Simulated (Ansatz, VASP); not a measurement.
# HgTe: VASP beside Ansatz

```
Hg Te
1.0
     3.59535    0.00000    0.00000
     0.00000    3.59535    0.00000
     0.00000    0.00000    4.24397
Hg Te
1 1
Cartesian
  1.7977 1.7977 0.0000
  0.0000 0.0000 2.1220
```

Alike in both runs: functional r2SCAN; k mesh 16 × 16 × 14; occupations gaussian, width 0.1 eV; no spin polarisation.

Ansatz relaxed the structure, and its values are those at the end. VASP's run is a single point on that final structure, the one shown.

|  | VASP | Ansatz |
| --- | --- | --- |
| version | VASP 6.6.1 | Ansatz 0.2.0 |
| potentials or method | VASP PAW PBE potentials, release 64 (Hg, Te), cutoff 520 eV | scalar-relativistic, plane waves, PAW |
| valence electrons in the cell | 18 | 36 |

```tsv
	VASP	Ansatz	Ansatz less VASP
gap on the k mesh at the Fermi level (eV)	none	none	-
pressure (GPa)	0.1	0.0	-0.12
```

VASP's potentials were made for PBE, not for r2SCAN. A gap of «none» marks a metal or a gap that the smearing closes. VASP's potentials hold 18 valence electrons a cell and Ansatz's 36, so a difference there can come from the potentials and not from the codes.

Neither program's run includes spin-orbit coupling.
